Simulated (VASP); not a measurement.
Input of a VASP 6.6.1 run:

File INCAR:

```
SYSTEM = Mn
PREC = Accurate
ENCUT = 520
EDIFF = 1E-6
ISMEAR = 0
SIGMA = 0.1
LREAL = .FALSE.
LASPH = .TRUE.
NELM = 100
ALGO = Normal
ISIF = 2
LWAVE = .FALSE.
LCHARG = .FALSE.
GGA = PS
NBANDS = 20
```

The input KPOINTS:

```
regular mesh
0
G
  18 18 10
  0 0 0
```

POSCAR

```
Mn
1.0
    2.4514317931      0.0000000000      0.0000000000
   -1.2257158966      2.1230022084      0.0000000000
    0.0000000000      0.0000000000      3.9655032292
Mn
2
Direct
    0.3333333333      0.6666666667      0.2500000000
    0.6666666667      0.3333333333      0.7500000000
```

Potentials or basis: VASP PAW PBE potentials, release 64 (Mn_pv).

Command:

```bash
$ cat potpaw_PBE.64/Mn_pv/POTCAR > POTCAR
$ mpirun -np 1 vasp_std > vasp.out
```

**Question.** What does it give for the pressure?

**Answer.** 0.0 GPa.

**Question.** Predict the band gap on the k mesh.

**Answer.** Zero (band 13 reaches 11.98 eV, above the bottom of band 14 at 9.69 eV).

Stress tensor (GPa, compression positive):
```
 0.03  0.00  0.00
 0.00  0.03  0.00
 0.00  0.00 -0.17
```

Caveat: the PAW data sets were made with another functional, which shifts forces and pressure a little; the run has no spin polarisation, though such a crystal can be magnetic. Spin polarisation is off, so any magnetic state and its effect on volume and gap are missing.
